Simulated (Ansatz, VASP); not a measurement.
**CdS: VASP beside Ansatz**

```xyz
2
Lattice="0.0000 2.9737 2.9737 2.9737 0.0000 2.9737 2.9737 2.9737 0.0000" Properties=species:S:1:pos:R:3 pbc="T T T"
Cd    0.0000    0.0000    0.0000
S     1.4869    1.4869    1.4869
```

Change from the starting cell: volume scaled by 1.06, ions relaxed.

Alike in both runs: functional PBE; k mesh 13 × 13 × 13; occupations fermi-dirac, width 0.02 eV; no spin polarisation.

Ansatz relaxed the structure, and its values are those at the end. VASP's run is a single point on that final structure, the one shown.

```csv
,VASP,Ansatz
version,VASP 6.6.1,Ansatz 0.2.0
potentials or method,"VASP PAW PBE potentials, release 64 (Cd_sv_GW, S)","plane-wave PAW, scalar-relativistic"
plane-wave cutoff (eV),540,420
valence electrons in the cell,26,26
```

|  | VASP | Ansatz | Ansatz less VASP |
| --- | --- | --- | --- |
| gap on the k mesh at the Fermi level (eV) | 1.02 | 1.02 | +0.002 |
| pressure (GPa) | -1.5 | -0.5 | +0.95 |

Ansatz's warnings: stress scf threshold loose.
